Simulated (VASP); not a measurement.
# Sn4Se (Fd-3m) in VASP: notebook, part 2 of 3

VASP 6.6.1. Earlier steps stand in the parts before.

### 3 Single point, PBE

This run uses another cell than the first one, of 32.13 Å³/atom, 1.052 times its volume.

INCAR reads:

```
  PREC = Accurate
  ENCUT = 520
  EDIFF = 1E-6
  ISMEAR = 0
  SIGMA = 0.1
  LREAL = False
  LASPH = True
  NELM = 80
  ALGO = Normal
  ISIF = 2
  LWAVE = False
  LCHARG = False
  GGA = PE
  NBANDS = 73
```

KPOINTS reads:

```
regular mesh
0
Gamma
  4 4 4
```

POSCAR reads:

```
Sn4Se
1.0
    0.0000000000      5.4359378263      5.4359378263
    5.4359378263      0.0000000000      5.4359378263
    5.4359378263      5.4359378263      0.0000000000
Sn Se
8 2
Direct
    0.3545446020      0.3545446020      0.3545446020
    0.3545446020      0.3545446020     -0.0636338061
    0.3545446020     -0.0636338061      0.3545446020
   -0.0636338061      0.3545446020      0.3545446020
    0.8954553980      0.8954553980      0.3136338061
    0.8954553980      0.8954553980      0.8954553980
    0.8954553980      0.3136338061      0.8954553980
    0.3136338061      0.8954553980      0.8954553980
    0.7500000000      0.7500000000      0.7500000000
    0.5000000000      0.5000000000      0.5000000000
```

Potentials or basis: VASP PAW PBE potentials, release 64 (Sn_d, Se).

Run with:

```console
$ cat potpaw_PBE.64/Sn_d/POTCAR potpaw_PBE.64/Se/POTCAR > POTCAR
$ mpirun -np 1 vasp_std > vasp.out
```

OUTCAR:

```text
PREC = Accurate
   ENCUT = 520
   EDIFF = 1E-6
   ISMEAR = 0
   LREAL = False
   LASPH = True
   NELM = 80
   ISIF = 2
   GGA = PE

 ion  position               nearest neighbor table
   1  0.355  0.355  0.355-  10 2.74   3 3.21   4 3.21   2 3.21
   2  0.355  0.355  0.936-  10 2.74   3 3.21   4 3.21   1 3.21
   3  0.355  0.936  0.355-  10 2.74   2 3.21   4 3.21   1 3.21
   4  0.936  0.355  0.355-  10 2.74   2 3.21   3 3.21   1 3.21
   5  0.895  0.895  0.314-   9 2.74   7 3.21   8 3.21   6 3.21
   6  0.895  0.895  0.895-   9 2.74   7 3.21   8 3.21   5 3.21
   7  0.895  0.314  0.895-   9 2.74   6 3.21   8 3.21   5 3.21
   8  0.314  0.895  0.895-   9 2.74   6 3.21   7 3.21   5 3.21
   9  0.750  0.750  0.750-   5 2.74   7 2.74   8 2.74   6 2.74
  10  0.500  0.500  0.500-   2 2.74   3 2.74   4 2.74   1 2.74

  LATTYP: Found a face centered cubic cell.
 ALAT       =    10.8718756526

  Lattice vectors:

 A1 = (   0.0000000000,   5.4359378263,   5.4359378263)
 A2 = (   5.4359378263,   0.0000000000,   5.4359378263)
 A3 = (   5.4359378263,   5.4359378263,   0.0000000000)

Analysis of symmetry for initial positions (statically):
[... 6 lines left out ...]

 Subroutine GETGRP returns: Found 48 space group operations
 (whereof 24 operations were pure point group operations)
 out of a pool of 48 trial point group operations.

The static configuration has the point symmetry T_d .
 The point group associated with its full space group is O_h .

Analysis of symmetry for dynamics (positions and initial velocities):
[... 6 lines left out ...]

 Subroutine GETGRP returns: Found 48 space group operations
 (whereof 24 operations were pure point group operations)
 out of a pool of 48 trial point group operations.

The dynamic configuration has the point symmetry T_d .
 The point group associated with its full space group is O_h .

 Subroutine INISYM returns: Found 48 space group operations
 (whereof 24 operations are pure point group operations),
 and found     1 'primitive' translations

----------------------------------------------------------------------------------------

                                     Primitive cell

  volume of cell :     321.2576

  direct lattice vectors                    reciprocal lattice vectors
     0.000000000  5.435937826  5.435937826    -0.091980449  0.091980449  0.091980449
     5.435937826  0.000000000  5.435937826     0.091980449 -0.091980449  0.091980449
     5.435937826  5.435937826  0.000000000     0.091980449  0.091980449 -0.091980449

  length of vectors
     7.687576998  7.687576998  7.687576998     0.159314810  0.159314810  0.159314810

  position of ions in fractional coordinates (direct lattice)
     0.354544602  0.354544602  0.354544602
     0.354544602  0.354544602  0.936366194
     0.354544602  0.936366194  0.354544602
     0.936366194  0.354544602  0.354544602
     0.895455398  0.895455398  0.313633806
     0.895455398  0.895455398  0.895455398
     0.895455398  0.313633806  0.895455398
     0.313633806  0.895455398  0.895455398
     0.750000000  0.750000000  0.750000000
     0.500000000  0.500000000  0.500000000

  ion indices of the primitive-cell ions
   primitive index   ion index
                 1           1
                 2           2
                 3           3
                 4           4
[... 38 lines left out ...]
  0.250000  0.250000  0.000000      6.000000
  0.500000  0.250000  0.000000     24.000000
 -0.250000  0.250000  0.000000     12.000000
  0.500000  0.500000  0.000000      3.000000
 -0.250000  0.500000  0.250000      6.000000
   k-points           NKPTS =      8   k-points in BZ     NKDIM =      8   number of bands    NBANDS=     73
   number of dos      NEDOS =    301   number of ions     NIONS =     10
   total plane-waves  NPLWV = 216000
   dimension x,y,z NGX =    60 NGY =   60 NGZ =   60
   dimension x,y,z NGXF=   120 NGYF=  120 NGZF=  120
   ions per type =               8   2
   NGX,Y,Z   is equivalent  to a cutoff of  12.98, 12.98, 12.98 a.u.
   NGXF,Y,Z  is equivalent  to a cutoff of  25.95, 25.95, 25.95 a.u.
 SYSTEM =  unknown system
   PREC   = accura    normal or accurate (medium, high low for compatibility)
   ISTART =      0    job   : 0-new  1-cont  2-samecut
   ICHARG =      2    charge: 1-file 2-atom 10-const
   ISPIN  =      1    spin polarized calculation?
   LNONCOLLINEAR =      F non collinear calculations
   LSORBIT =      F    spin-orbit coupling
   LASPH  =      T    aspherical Exc in radial PAW
   ENCUT  =  520.0 eV  38.22 Ry    6.18 a.u.  14.29 14.29 14.29*2*pi/ulx,y,z
   NELM   =     80;   NELMIN=  2; NELMDL= -5     # of ELM steps
   EDIFF  = 0.1E-05   stopping-criterion for ELM
   LREAL  =      F    real-space projection
   EDIFFG = 0.1E-04   stopping-criterion for IOM
   NSW    =      0    number of steps for IOM
   IBRION =     -1    ionic relax: 0-MD 1-quasi-New 2-CG
   NFREE  =      0    steps in history (QN), initial steepest desc. (CG)
   ISIF   =      2    stress and relaxation
   ISYM   =      2    0-nonsym 1-usesym 2-fastsym
   POTIM  = 0.5000    time-step for ionic-motion
   TEBEG  =    0.0;   TEEND  =   0.0 temperature during run
   PSTRESS=    0.0 pullay stress
   NELECT =     124.0000    total number of electrons
   NUPDOWN=      -1.0000    fix difference up-down
   EMIN   =  10.00;   EMAX   =-10.00  energy-range for DOS
   EFERMI =   0.00;   METHOD = LEGACY
   ISMEAR =     0;   SIGMA  =   0.10  broadening in eV -4-tet -1-fermi 0-gaus
   EFERMI_NEDOS =   21; number of points for ismear=-14 and -15
   IALGO  =     38    algorithm
   IMIX   =      4    mixing-type and parameters
     AMIX     =   0.40;   BMIX     =  1.00
     AMIX_MAG =   1.60;   BMIX_MAG =  1.00
  volume/ion in A,a.u.               =      32.13       216.80
  Fermi-wavevector in a.u.,A,eV,Ry     =   1.191967  2.252491 19.330959  1.420785
  Thomas-Fermi vector in A             =   2.328016
   LORBIT       =      0    0 simple, 1 ext, 2 COOP (PROOUT), +10 PAW based schemes
   GGA     = PE    functional components
   LHFCALC =     F    Hartree Fock is set to
   AEXX    =    0.0000 exact exchange contribution
   IVDW    =     0    specifies the selected vdW correction
   LEPSILON=     F    determine dielectric tensor
   LRPA    =     F    only Hartree local field effects (RPA)
 non-spin polarized calculation
 Gauss-broadening in eV      SIGMA  =   0.10
  energy-cutoff  :      520.00
  volume of cell :      321.26
 maximum number of plane-waves:      8666
 NGX is ok and might be reduce to    60
   NGX = 29   NGY = 29   NGZ = 29

 number of electron     124.0000048 magnetization

 Free energy of the ion-electron system (eV)
  ---------------------------------------------------
  ext. energy  EPLUGINS =         0.00000000
  ---------------------------------------------------
  free energy    TOTEN  =       -36.10592627 eV

  energy without entropy =      -36.06307332  energy(sigma->0) =      -36.08449979

 E-fermi :   5.3160     XC(G=0):  -9.2446

 val. band max:        5.3009376298   @ k =  -0.2500   0.5000   0.2500
 cond. band min:       5.4534051332   @ k =   0.2500   0.2500   0.0000
 fundamental gap:      0.1524675034
 Fermi energy:         5.3159808831

 k-point     1 :       0.0000    0.0000    0.0000
  band No.  band energies     occupation
      1     -16.2629      2.00000
      2     -16.2435      2.00000
      3     -16.1851      2.00000
      4     -16.1851      2.00000
      5     -16.1851      2.00000
      6     -16.1814      2.00000
[... 597 lines left out ...]
     72       8.3743      0.00000
     73       8.5778      0.00000

------------------------ aborting loop because EDIFF is reached ----------------------------------------

  FORCE on cell =-STRESS in cart. coord.  units (eV):
  Direction    XX          YY          ZZ          XY          YZ          ZX
  --------------------------------------------------------------------------------------
  -------------------------------------------------------------------------------------
  Total       -0.4235138     -0.4235138     -0.4235138     -0.0000000      0.0000000      0.0000000
  in kB       -2.1121496     -2.1121496     -2.1121496     -0.0000000      0.0000000      0.0000000
  external PRESSURE =      -2.1121496 kB  Pullay stress =       0.0000000 kB

 VOLUME and BASIS-vectors are now :
 -----------------------------------------------------------------------------
  energy-cutoff  :      520.00
  volume of cell :      321.26
      direct lattice vectors                 reciprocal lattice vectors
     0.000000000  5.435937826  5.435937826    -0.091980449  0.091980449  0.091980449
     5.435937826  0.000000000  5.435937826     0.091980449 -0.091980449  0.091980449
     5.435937826  5.435937826  0.000000000     0.091980449  0.091980449 -0.091980449

 POSITION                                       TOTAL-FORCE (eV/Angst)
 -----------------------------------------------------------------------------------
      3.85456      3.85456      3.85456         0.013232      0.013232      0.013232
      7.01731      7.01731      3.85456        -0.013232     -0.013232      0.013232
      7.01731      3.85456      7.01731        -0.013232      0.013232     -0.013232
      3.85456      7.01731      7.01731         0.013232     -0.013232     -0.013232
      6.57253      6.57253      9.73528         0.013232      0.013232     -0.013232
      9.73528      9.73528      9.73528        -0.013232     -0.013232     -0.013232
      6.57253      9.73528      6.57253         0.013232     -0.013232      0.013232
      9.73528      6.57253      6.57253        -0.013232      0.013232      0.013232
      8.15391      8.15391      8.15391         0.000000      0.000000     -0.000000
      5.43594      5.43594      5.43594         0.000000      0.000000     -0.000000
 -----------------------------------------------------------------------------------
    total drift:                                0.000000      0.000000      0.000000

  FREE ENERGIE OF THE ION-ELECTRON SYSTEM (eV)
  ---------------------------------------------------
  free  energy   TOTEN  =       -36.1059262731 eV

  energy  without entropy=      -36.0630733168  energy(sigma->0) =      -36.08449979
```

It took 2.2 min on 1 thread of Intel Xeon 6975P-C (Granite Rapids), shared host; peak memory 0.55 GiB.

What came out:

- Free energy: -36.1059 eV
- Pressure: -0.2 GPa
- Largest force: 0.023 eV/Å
- Band gap on the k mesh: zero (band 62 reaches 5.56 eV, above the bottom of band 63 at 5.28 eV)

Forces in eV/Å, atoms in the order of the input:
```
Sn   0.013  0.013  0.013
Sn  -0.013 -0.013  0.013
Sn  -0.013  0.013 -0.013
Sn   0.013 -0.013 -0.013
Sn   0.013  0.013 -0.013
Sn  -0.013 -0.013 -0.013
Sn   0.013 -0.013  0.013
Sn  -0.013  0.013  0.013
Se   0.000  0.000  0.000
Se   0.000  0.000  0.000
```

Caveat: spin-orbit coupling is left out, which moves the levels of the heavy elements.

(Part 2 of 3 ends here.)
